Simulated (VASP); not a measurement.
Crystal: MoS.

```
Mo S
1.0
     0.00000    2.73394    2.73394
     2.73394    0.00000    2.73394
     2.73394    2.73394    0.00000
Mo S
1 1
Direct
  0.00000 0.00000 0.00000
  0.50000 0.50000 0.50000
```

- Program: VASP 6.6.1
- Task: relaxation of cell and atoms
- Functional: r2SCAN
- Potentials or basis: VASP PAW PBE potentials, release 64 (Mo_sv, S)
- Cutoff: 600 eV
- k mesh: 14 × 14 × 14
- Occupations: gaussian, width 0.1 eV
- Spin: no spin polarisation
- Hubbard terms: Mo d U = 4.38 eV

At the start: pressure -17.8 GPa; volume 20.43 Å³/atom.

Task: Where does the relaxation end?

Result: Over 6 steps the energy falls by 288.7 meV/atom and the volume is 16.05 Å³/atom (-21.4 %); space group Fm-3m (No. 225, to 0.1 Å) before and after.

Step by step:
```
step  energy change (eV)  largest force (eV/Å)  pressure (GPa)  volume (Å³)
   1              0.0000                0.0000          -17.84        40.87
   2             -0.4346                0.0000           16.06        28.83
   3             -0.5772                0.0000           -0.38        32.21
   4             -0.5773                0.0000            0.22        32.05
   5             -0.5773                0.0000           -0.15        32.14
   6             -0.5773                0.0000            0.00        32.10
```

Final structure:
```cif
data_structure
_symmetry_space_group_name_H-M 'P 1'
_symmetry_Int_Tables_number 1
_cell_length_a 3.5675
_cell_length_b 3.5675
_cell_length_c 3.5675
_cell_angle_alpha 60.000
_cell_angle_beta 60.000
_cell_angle_gamma 60.000
_cell_volume 32.10
loop_
_atom_site_label
_atom_site_type_symbol
_atom_site_fract_x
_atom_site_fract_y
_atom_site_fract_z
_atom_site_occupancy
Mo1 Mo 0.00000 0.00000 0.00000 1
S1 S 0.50000 0.50000 0.50000 1
```

Caveat: the volume moved by over 15 % at a fixed basis, so the end points are rough; the PAW data sets were made with another functional, which shifts forces and pressure a little; U without spin polarisation on a metal has little footing.
